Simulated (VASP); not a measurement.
# Ru (P6_3/mmc) in VASP: settings compared

Aim: see how the results for Ru move with the level of theory and the settings. Levels: BLYP+D4, SVWN5, PBE+D4. Tasks: single point.

All numbers are computed with VASP 6.6.1; they aren't measurements. Logs are shortened: lines on timing, memory, paths and dates and some standing lists are left out, and cuts for length are marked.

### Step 1. The cell of the first run

The structure is hexagonal, space group P6_3/mmc (No. 194). The conventional cell has a = 2.669 Å, b = 2.669 Å, c = 4.224 Å, α = 90.00°, β = 90.00°, γ = 120.00°. Ru (site symmetry -6m2) has 12 Ru at 2.61 to 2.67 Å within 3.4 Å.

### Step 2. Single point, BLYP+D4

The input, INCAR:

```
AGGAC    = 1.0          
AGGAX    = 1.0          
ALDAC    = 0.0          
ALDAX    = 1.0          
ALGO     = Normal         # electronic algorithm
EDIFF    = 1E-7           # SCF threshold, eV
ENCUT    = 520            # plane-wave cutoff, eV
GGA      = B5             # functional
ISIF     = 2              # what is computed and relaxed
ISMEAR   = -1             # smearing method
IVDW     = 13             # dispersion correction
LASPH    = T              # aspherical terms in the spheres
LCHARG   = F              # write CHGCAR
LREAL    = F              # projectors in reciprocal space
LWAVE    = F              # write WAVECAR
NBANDS   = 21             # bands
NELM     = 80             # most SCF steps
PREC     = Accurate       # precision mode
SIGMA    = 0.05           # smearing width, eV
VDW_A1   = 0.44488865   
VDW_A2   = 4.0933009    
VDW_S6   = 1.0          
VDW_S8   = 2.34076671
```

The input, KPOINTS:

```
k-points
0
Gamma
  11 11 6
```

The input, POSCAR:

```
Ru
1.0
    2.6692306523      0.0000000000      0.0000000000
   -1.3346153261      2.3116215535      0.0000000000
    0.0000000000      0.0000000000      4.2240293924
Ru
2
Direct
    0.6666666667      0.3333333333      0.7500000000
    0.3333333333      0.6666666667      0.2500000000
```

Potentials or basis: VASP PAW PBE potentials, release 64 (Ru_pv).

Launch:

```bash
> cat potpaw_PBE.64/Ru_pv/POTCAR > POTCAR
> mpirun -np 1 vasp_std > vasp.out
```

OUTCAR:

```text
EDIFF = 1E-7
   ENCUT = 520
   GGA = B5
   ISIF = 2
   ISMEAR = -1
   IVDW = 13
   LASPH = T
   LREAL = F
   NELM = 80
   PREC = Accurate

 ion  position               nearest neighbor table
   1  0.667  0.333  0.750-   2 2.61   2 2.61   2 2.61   2 2.61   2 2.61   2 2.61
   2  0.333  0.667  0.250-   1 2.61   1 2.61   1 2.61   1 2.61   1 2.61   1 2.61

  LATTYP: Found a hexagonal cell.
 ALAT       =     2.6692306523
 C/A-ratio  =     1.5824894671

  Lattice vectors:

 A1 = (   2.6692306523,   0.0000000000,   0.0000000000)
 A2 = (  -1.3346153261,   2.3116215535,   0.0000000000)
 A3 = (   0.0000000000,   0.0000000000,   4.2240293924)

Analysis of symmetry for initial positions (statically):
=====================================================================
 Subroutine PRICEL returns:
 Original cell was already a primitive cell.

 Routine SETGRP: Setting up the symmetry group for a
 hexagonal supercell.

 Subroutine GETGRP returns: Found 24 space group operations
 (whereof 12 operations were pure point group operations)
 out of a pool of 24 trial point group operations.

The static configuration has the point symmetry D_3d.
 The point group associated with its full space group is D_6h.

Analysis of symmetry for dynamics (positions and initial velocities):
=====================================================================
 Subroutine PRICEL returns:
 Original cell was already a primitive cell.

 Routine SETGRP: Setting up the symmetry group for a
 hexagonal supercell.

 Subroutine GETGRP returns: Found 24 space group operations
 (whereof 12 operations were pure point group operations)
 out of a pool of 24 trial point group operations.

The dynamic configuration has the point symmetry D_3d.
 The point group associated with its full space group is D_6h.

 Subroutine INISYM returns: Found 24 space group operations
 (whereof 12 operations are pure point group operations),
 and found     1 'primitive' translations

----------------------------------------------------------------------------------------

                                     Primitive cell

  volume of cell :      26.0633

  direct lattice vectors                    reciprocal lattice vectors
     2.669230652  0.000000000  0.000000000     0.374639786  0.216298381  0.000000000
    -1.334615326  2.311621554  0.000000000     0.000000000  0.432596762  0.000000000
     0.000000000  0.000000000  4.224029392     0.000000000  0.000000000  0.236740777

  length of vectors
     2.669230652  2.669230652  4.224029392     0.432596762  0.432596762  0.236740777

  position of ions in fractional coordinates (direct lattice)
     0.666666667  0.333333333  0.750000000
     0.333333333  0.666666667  0.250000000

  ion indices of the primitive-cell ions
   primitive index   ion index
                 1           1
                 2           2

----------------------------------------------------------------------------------------

 KPOINTS: k-points

Automatic generation of k-mesh.
 Grid dimensions read from file:
 generate k-points for:   11   11    6

 Generating k-lattice:

  Cartesian coordinates                     Fractional coordinates (reciprocal lattice)
     0.034058162  0.019663489  0.000000000     0.090909091  0.000000000  0.000000000
     0.000000000  0.039326978  0.000000000     0.000000000  0.090909091  0.000000000
     0.000000000  0.000000000  0.039456796     0.000000000  0.000000000  0.166666667

  Length of vectors
     0.039326978  0.039326978  0.039456796

  Shift w.r.t. Gamma in fractional coordinates (k-lattice)
     0.000000000  0.000000000  0.000000000

 Subroutine IBZKPT returns following result:
 ===========================================

 Found     64 irreducible k-points:

 Following reciprocal coordinates:
            Coordinates               Weight
  0.000000  0.000000  0.000000      1.000000
  0.090909 -0.000000  0.000000      6.000000
  0.181818 -0.000000  0.000000      6.000000
  0.272727 -0.000000  0.000000      6.000000
  0.363636 -0.000000  0.000000      6.000000
  0.454545 -0.000000  0.000000      6.000000
[... 16 lines left out ...]
  0.090909  0.090909  0.166667     12.000000
  0.181818  0.090909  0.166667     24.000000
 [... further k-points ...]
   k-points           NKPTS =     64   k-points in BZ     NKDIM =     64   number of bands    NBANDS=     21
   number of dos      NEDOS =    301   number of ions     NIONS =      2
   total plane-waves  NPLWV =  12800
   dimension x,y,z NGX =    20 NGY =   20 NGZ =   32
   dimension x,y,z NGXF=    40 NGYF=   40 NGZF=   64
   ions per type =               2
   NGX,Y,Z   is equivalent  to a cutoff of  12.46, 12.46, 12.59 a.u.
   NGXF,Y,Z  is equivalent  to a cutoff of  24.91, 24.91, 25.19 a.u.
 SYSTEM =  unknown system
   PREC   = accura    normal or accurate (medium, high low for compatibility)
   ISTART =      0    job   : 0-new  1-cont  2-samecut
   ICHARG =      2    charge: 1-file 2-atom 10-const
   ISPIN  =      1    spin polarized calculation?
   LNONCOLLINEAR =      F non collinear calculations
   LSORBIT =      F    spin-orbit coupling
   LASPH  =      T    aspherical Exc in radial PAW
   ENCUT  =  520.0 eV  38.22 Ry    6.18 a.u.   4.96  4.96  7.85*2*pi/ulx,y,z
   NELM   =     80;   NELMIN=  2; NELMDL= -5     # of ELM steps
   EDIFF  = 0.1E-06   stopping-criterion for ELM
   LREAL  =      F    real-space projection
   EDIFFG = 0.1E-05   stopping-criterion for IOM
   NSW    =      0    number of steps for IOM
   IBRION =     -1    ionic relax: 0-MD 1-quasi-New 2-CG
   NFREE  =      0    steps in history (QN), initial steepest desc. (CG)
   ISIF   =      2    stress and relaxation
   ISYM   =      2    0-nonsym 1-usesym 2-fastsym
   POTIM  = 0.5000    time-step for ionic-motion
   TEBEG  =    0.0;   TEEND  =   0.0 temperature during run
   PSTRESS=    0.0 pullay stress
   NELECT =      28.0000    total number of electrons
   NUPDOWN=      -1.0000    fix difference up-down
   EMIN   =  10.00;   EMAX   =-10.00  energy-range for DOS
   EFERMI =   0.00;   METHOD = LEGACY
   ISMEAR =    -1;   SIGMA  =   0.05  broadening in eV -4-tet -1-fermi 0-gaus
   EFERMI_NEDOS =   21; number of points for ismear=-14 and -15
   IALGO  =     38    algorithm
   IMIX   =      4    mixing-type and parameters
     AMIX     =   0.40;   BMIX     =  1.00
     AMIX_MAG =   1.60;   BMIX_MAG =  1.00
  volume/ion in A,a.u.               =      13.03        87.94
  Fermi-wavevector in a.u.,A,eV,Ry     =   1.676683  3.168471 38.249587  2.811265
  Thomas-Fermi vector in A             =   2.761082
   LORBIT       =      0    0 simple, 1 ext, 2 COOP (PROOUT), +10 PAW based schemes
   GGA     = B5    functional components
   LHFCALC =     F    Hartree Fock is set to
   AEXX    =    0.0000 exact exchange contribution
   IVDW    =    13    specifies the selected vdW correction
   LEPSILON=     F    determine dielectric tensor
   LRPA    =     F    only Hartree local field effects (RPA)
 non-spin polarized calculation
  energy-cutoff  :      520.00
  volume of cell :       26.06
 maximum number of plane-waves:       718
 NGX is ok and might be reduce to    20
   NGX =  9   NGY =  9   NGZ = 15

 number of electron      27.9999991 magnetization

 Free energy of the ion-electron system (eV)
  ---------------------------------------------------
  ext. energy  EPLUGINS =         0.00000000
  ---------------------------------------------------
  free energy    TOTEN  =       -15.55909158 eV

  energy without entropy =      -15.54324009  energy(sigma->0) =      -15.55116583

 E-fermi :  14.0821     XC(G=0): -13.6978

 val. band max:       14.0817590114   @ k =   0.2727   0.1818   0.0000
 cond. band min:      14.0831083759   @ k =   0.2727   0.1818   0.1667
 fundamental gap:      0.0013493645
 Fermi energy:        14.0820643854

 k-point     1 :       0.0000    0.0000    0.0000
  band No.  band energies     occupation
      1     -29.5309      2.00000
      2     -28.4570      2.00000
      3     -28.4570      2.00000
      4     -28.2616      2.00000
      5     -28.2616      2.00000
      6     -28.2112      2.00000
[... 13 lines left out ...]
     20      24.2488      0.00000
     21      25.0761      0.00000

 k-point     2 :       0.0909   -0.0000    0.0000
  band No.  band energies     occupation
      1     -29.4986      2.00000
      2     -28.5261      2.00000
      3     -28.4802      2.00000
      4     -28.3335      2.00000
      5     -28.2710      2.00000
      6     -28.2263      2.00000
[... 13 lines left out ...]
     20      24.2487      0.00000
     21      25.0282      0.00000

 k-point     3 :       0.1818   -0.0000    0.0000
  band No.  band energies     occupation
      1     -29.4069      2.00000
      2     -28.7112      2.00000
      3     -28.5401      2.00000
      4     -28.5214      2.00000
      5     -28.2981      2.00000
      6     -28.2716      2.00000
[... 13 lines left out ...]
     20      24.2485      0.00000
     21      24.8679      0.00000

 k-point     4 :       0.2727   -0.0000    0.0000
  band No.  band energies     occupation
      1     -29.2711      2.00000
      2     -28.9533      2.00000
      3     -28.7574      2.00000
      4     -28.6150      2.00000
      5     -28.3465      2.00000
      6     -28.3364      2.00000
[... 13 lines left out ...]
     20      24.2481      0.00000
     21      24.6523      0.00000

 k-point     5 :       0.3636   -0.0000    0.0000
  band No.  band energies     occupation
      1     -29.1746      2.00000
      2     -29.1175      2.00000
      3     -28.9654      2.00000
      4     -28.6811      2.00000
      5     -28.4438      2.00000
      6     -28.3733      2.00000
[... 13 lines left out ...]
     20      24.2577      0.00000
     21      24.8917      0.00000
[... 382 lines left out ...]
     20      24.2478      0.00000
     21      25.8197      0.00000

 k-point    22 :       0.4545   -0.0000    0.1667
  band No.  band energies     occupation
      1     -29.3698      2.00000
      2     -29.1597      2.00000
      3     -28.8807      2.00000
      4     -28.6982      2.00000
      5     -28.5032      2.00000
      6     -28.4180      2.00000
[... 13 lines left out ...]
     20      24.2453      0.00000
     21      25.2577      0.00000

 k-point    23 :       0.0909    0.0909    0.1667
  band No.  band energies     occupation
      1     -29.3719      2.00000
      2     -28.6149      2.00000
      3     -28.5638      2.00000
      4     -28.4739      2.00000
      5     -28.3156      2.00000
      6     -28.2874      2.00000
[... 13 lines left out ...]
     20      24.2485      0.00000
     21      26.3764      0.00000

 k-point    24 :       0.1818    0.0909    0.1667
  band No.  band energies     occupation
      1     -29.2918      2.00000
      2     -28.8006      2.00000
      3     -28.7445      2.00000
      4     -28.5638      2.00000
      5     -28.3680      2.00000
      6     -28.3271      2.00000
[... 13 lines left out ...]
     20      24.2482      0.00000
     21      26.4679      0.00000

 [... further k-points ...]

------------------------ aborting loop because EDIFF is reached ----------------------------------------

  DFT-D4 for vdW energy calculation

  Edisp (eV):   -2.10284

  FORCE on cell =-STRESS in cart. coord.  units (eV):
  Direction    XX          YY          ZZ          XY          YZ          ZX
  --------------------------------------------------------------------------------------
  -------------------------------------------------------------------------------------
  Total       3.68537     3.68537     3.86317     0.00000    -0.00000     0.00000
  in kB     226.54915   226.54915   237.47845     0.00000    -0.00000     0.00000
  external pressure =      230.19 kB  Pullay stress =        0.00 kB

 VOLUME and BASIS-vectors are now :
 -----------------------------------------------------------------------------
  energy-cutoff  :      520.00
  volume of cell :       26.06
      direct lattice vectors                 reciprocal lattice vectors
     2.669230652  0.000000000  0.000000000     0.374639786  0.216298381  0.000000000
    -1.334615326  2.311621554  0.000000000     0.000000000  0.432596762  0.000000000
     0.000000000  0.000000000  4.224029392     0.000000000  0.000000000  0.236740777

 POSITION                                       TOTAL-FORCE (eV/Angst)
 -----------------------------------------------------------------------------------
      1.33462      0.77054      3.16802        -0.000000      0.000000      0.000000
     -0.00000      1.54108      1.05601         0.000000     -0.000000      0.000000
 -----------------------------------------------------------------------------------
    total drift:                               -0.000000      0.000000     -0.000000

  FREE ENERGIE OF THE ION-ELECTRON SYSTEM (eV)
  ---------------------------------------------------
  free  energy   TOTEN  =       -17.6619290412 eV

  energy  without entropy=      -17.6460775509  energy(sigma->0) =      -17.65400330
```

Run time: 26 s. Hardware: 1 thread of Intel Xeon 6975P-C, shared host; peak memory 0.15 GiB.

What came out:

```
Free energy                : -17.6619 eV
Pressure                   : 23.0 GPa
Band gap on the k mesh     : zero (band 14 reaches 15.73 eV, above the bottom of band 15 at 12.46 eV)
Dispersion energy per atom : -1.051 eV
```

Stress tensor (GPa, compression positive):
```
22.65  0.00  0.00
 0.00 22.65  0.00
 0.00  0.00 23.75
```

Caveat: the PAW data sets were made with another functional, which shifts forces and pressure a little; pairwise dispersion overbinds metals, which lowers pressure and volume.

### Step 3. Single point, SVWN5

The input, INCAR:

```
SYSTEM = Ru
ALGO = Fast ; EDIFF = 1E-6
ENCUT = 520 ; GGA = VW
ISIF = 2 ; ISMEAR = -1
LASPH = .True. ; LCHARG = .True.
LELF = .True. ; LREAL = .False.
LVHAR = .True. ; LWAVE = .False.
NBANDS = 21 ; NELM = 100
PREC = Accurate ; SIGMA = 0.05
```

The input, KPOINTS:

```
k-points
0
Gamma
  11 11 6
  0 0 0
```

POSCAR is that of step 2.

Potentials or basis: VASP PAW PBE potentials, release 64 (Ru_pv).

Launch:

```bash
> cat potpaw_PBE.64/Ru_pv/POTCAR > POTCAR
> mpirun -np 1 vasp_std > vasp.out
```

Wall time 20 s (1 thread of Intel Xeon 6975P-C, shared host); peak memory 0.14 GiB.

The run converged. Its results:

```
Free energy            : -21.3941 eV
Pressure               : 1.4 GPa
Band gap on the k mesh : zero (band 14 reaches 14.90 eV, above the bottom of band 15 at 11.62 eV)
```

Levels at points of the mesh, in eV from the Fermi level:
```tsv
k point	band 10	band 11	band 12	band 13	band 14	band 15	band 16	band 17	band 18	band 19
(0.00, 0.00, 0.00)	-2.70	-2.52	-1.97	-1.97	-1.41	-1.41	1.34	1.34	1.40	10.16
(0.00, 0.00, 0.50)	-2.88	-2.88	-2.88	-2.79	-2.79	0.67	0.67	0.67	0.67	10.22
```

Caveat: the PAW data sets were made with another functional, which shifts forces and pressure a little.

### Step 4. Single point, PBE+D4

This run uses another cell than the first one, of 13.30 Å³/atom, 1.021 times its volume.

The input, INCAR:

```
SYSTEM = Ru
ALGO = Normal
EDIFF = 1E-7
ENCUT = 520
GGA = PE
ISIF = 2
ISMEAR = -1
IVDW = 13
LASPH = .True.
LCHARG = .False.
LREAL = .False.
LWAVE = .False.
NBANDS = 21
NELM = 80
PREC = Accurate
SIGMA = 0.05
```

KPOINTS is that of step 3.

The input, POSCAR:

```
Ru
1.0
    2.6876397213      0.0000000000      0.0000000000
   -1.3438198606      2.3275642749      0.0000000000
    0.0000000000      0.0000000000      4.2531615502
Ru
2
Direct
    0.6666666667      0.3333333333      0.7500000000
    0.3333333333      0.6666666667      0.2500000000
```

Launch:

```bash
> cat potpaw_PBE.64/Ru_pv/POTCAR > POTCAR
> mpirun -np 1 vasp_std > vasp.out
```

It took 20 s on 1 thread of Intel Xeon 6975P-C, shared host; peak memory 0.15 GiB.

Results (log left out):

| Item | Value |
| --- | --- |
| Free energy | -19.5032 eV |
| Pressure | 5.5 GPa |
| Band gap on the k mesh | zero (band 14 reaches 14.76 eV, above the bottom of band 15 at 11.60 eV) |
| Dispersion energy per atom | -0.535 eV |

Stress tensor (GPa, compression positive):
```
5.40 0.00 0.00
0.00 5.40 0.00
0.00 0.00 5.76
```

Levels at points of the mesh, in eV from the Fermi level:
```tsv
k point	band 11	band 12	band 13	band 14	band 15	band 16	band 17	band 18
(0.00, 0.00, 0.00)	-2.43	-1.90	-1.90	-1.36	-1.36	1.29	1.29	1.39
(0.00, 0.00, 0.50)	-2.78	-2.78	-2.71	-2.71	0.63	0.63	0.63	0.63
```

Caveat: pairwise dispersion overbinds metals, which lowers pressure and volume.

### Step 5. The runs side by side

| level | cell | gap on the mesh (eV) | pressure (GPa) |
| --- | --- | --- | --- |
| BLYP+D4 | a = 2.669, b = 2.669, c = 4.224 Å, angles 90.0, 90.0, 120.0°, 2 atoms | none | 23.0 |
| SVWN5 | a = 2.669, b = 2.669, c = 4.224 Å, angles 90.0, 90.0, 120.0°, 2 atoms | none | 1.4 |
| PBE+D4 | a = 2.688, b = 2.688, c = 4.253 Å, angles 90.0, 90.0, 120.0°, 2 atoms | none | 5.5 |

Alike in all rows: task single point; potentials or basis VASP PAW PBE potentials, release 64 (Ru_pv); no spin polarisation; k mesh 11 × 11 × 6; cutoff (eV) 520; smearing fermi-dirac 0.05 eV.

Caveats: the PAW data sets were made with another functional, which shifts forces and pressure a little (some runs); pairwise dispersion overbinds metals, which lowers pressure and volume (some runs).

Absolute energies hang on the potentials; compare differences alone.
